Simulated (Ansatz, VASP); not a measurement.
ZnS in VASP and in Ansatz

```
Zn S
1.0
     3.58250    0.00000    0.00000
    -1.79125    3.10253    0.00000
     0.00000    0.00000    6.64087
Zn S
2 2
Direct
  0.33333 0.66667 0.00544
  0.66667 0.33333 0.50544
  0.33333 0.66667 0.37956
  0.66667 0.33333 0.87956
```

Alike in both runs: task single point; functional PBEsol; k mesh 9 × 9 × 6; occupations gaussian, width 0.05 eV; no spin polarisation.

|  | VASP | Ansatz |
| --- | --- | --- |
| version | VASP 6.6.1 | Ansatz 0.2.0 |
| potentials or method | VASP PAW PBE potentials, release 64 (Zn, S), cutoff 520 eV | scalar-relativistic, plane waves, PAW |
| valence electrons in the cell | 36 | 36 |

|  | VASP | Ansatz | Ansatz less VASP |
| --- | --- | --- | --- |
| gap on the k mesh at the Fermi level (eV) | 1.71 | 1.71 | -0.004 |
| least direct gap on the mesh (eV) | 1.71 | 1.71 | -0.004 |
| pressure (GPa) | 5.6 | 5.4 | -0.27 |
| traceless stress, the component that is largest in VASP (GPa) | -12.02 | -11.97 | +0.048 |
| rms of the force components (eV/Å) | 0.419 | 0.413 | -0.0055 |

VASP's potentials were made for PBE, not for PBEsol. Atom by atom the forces differ by 0.006 eV/Å (rms over components).
